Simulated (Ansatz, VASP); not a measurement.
## One calculation of Na2Bi, two programs

```
Na Bi
1.0
     5.33128    0.00000    0.00000
    -2.66564    4.61702    0.00000
     0.00000    0.00000    3.55242
Na Bi
2 1
Direct
  0.66667 0.33333 0.66460
  0.33333 0.66667 0.33540
  0.00000 0.00000 0.00000
```

Alike in both runs: functional PBE; k mesh 12 × 12 × 14; occupations gaussian, width 0.1 eV; no spin polarisation.

Ansatz relaxed the structure, and its values are those at the end. VASP's run is a single point on that final structure, the one shown.

|  | VASP | Ansatz |
| --- | --- | --- |
| version | VASP 6.6.1 | Ansatz 0.2.0 |
| potentials or method | VASP PAW PBE potentials, release 64 (Na_pv, Bi_d), cutoff 520 eV | scalar-relativistic, plane waves, PAW |
| valence electrons in the cell | 29 | 33 |

VASP gave:

```
gap on the k mesh at the Fermi level (eV) : none
pressure (GPa)                            : 0.1
```

**Question.** What did Ansatz give for the same quantities?

**Answer.** gap on the k mesh at the Fermi level (eV): none; pressure (GPa): 0.0.

A gap of «none» marks a metal or a gap that the smearing closes. VASP's potentials hold 29 valence electrons a cell and Ansatz's 33, so a difference there can come from the potentials and not from the codes.

Neither program's run includes spin-orbit coupling.
